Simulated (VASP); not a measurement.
Wanted: the native input for a VASP 6.6.1 run.

```yaml
Task: single point
Functional: LDA
Potentials_or_basis: VASP PAW LDA potentials, release 64 (Zn, Au)
Cutoff: 520 eV
k_mesh: 14 × 14 × 14
Occupations: gaussian, width 0.1 eV
Spin: no spin polarisation
Dipole_correction: no
Further_INCAR_settings: ALGO = Fast; EDIFF = 1e-07; NBANDS = 18
```

The structure of ZnAu lies in POSCAR:

```
ZnAu
1.0
    3.0953945499      0.0000000000      0.0000000000
    0.0000000000      3.0953945499      0.0000000000
    0.0000000000      0.0000000000      3.0953945499
Zn Au
1 1
Direct
    0.5000000000      0.5000000000      0.5000000000
    0.0000000000      0.0000000000      0.0000000000
```

One way to write it, as run:

INCAR

```
SYSTEM = ZnAu
PREC     = Accurate       ! precision mode
ENCUT    = 520            ! plane-wave cutoff, eV
EDIFF    = 1E-7           ! SCF threshold, eV
ISMEAR   = 0              ! smearing method
SIGMA    = 0.1            ! smearing width, eV
LREAL    = .False.        ! projectors in reciprocal space
LASPH    = .True.         ! aspherical terms in the spheres
NELM     = 100            ! most SCF steps
ALGO     = Fast           ! electronic algorithm
ISIF     = 2              ! what is computed and relaxed
LWAVE    = .False.        ! write WAVECAR
LCHARG   = .True.         ! write CHGCAR
GGA      = CA             ! functional
LELF     = .True.         ! ELF
LVHAR    = .True.       
NBANDS   = 18             ! bands
```

KPOINTS

```
regular mesh
0
Gamma
  14 14 14
  0 0 0
```

Potentials or basis: VASP PAW LDA potentials, release 64 (Zn, Au).

Launch:

```console
$ cat potpaw_LDA.64/Zn/POTCAR potpaw_LDA.64/Au/POTCAR > POTCAR
$ mpirun -np 1 vasp_std > vasp.out
```

Results of the run:

- Pressure: 0.7 GPa
- Band gap on the k mesh: zero (an odd number of electrons rules out a gap without spin polarisation)

Caveat: spin-orbit coupling is left out, which moves the levels of the heavy elements.

It took 28 s on 1 thread of Intel(R) Xeon(R) Platinum 8375C CPU @ 2.90GHz (Ice Lake), on a shared host, peak memory 0.18 GiB.
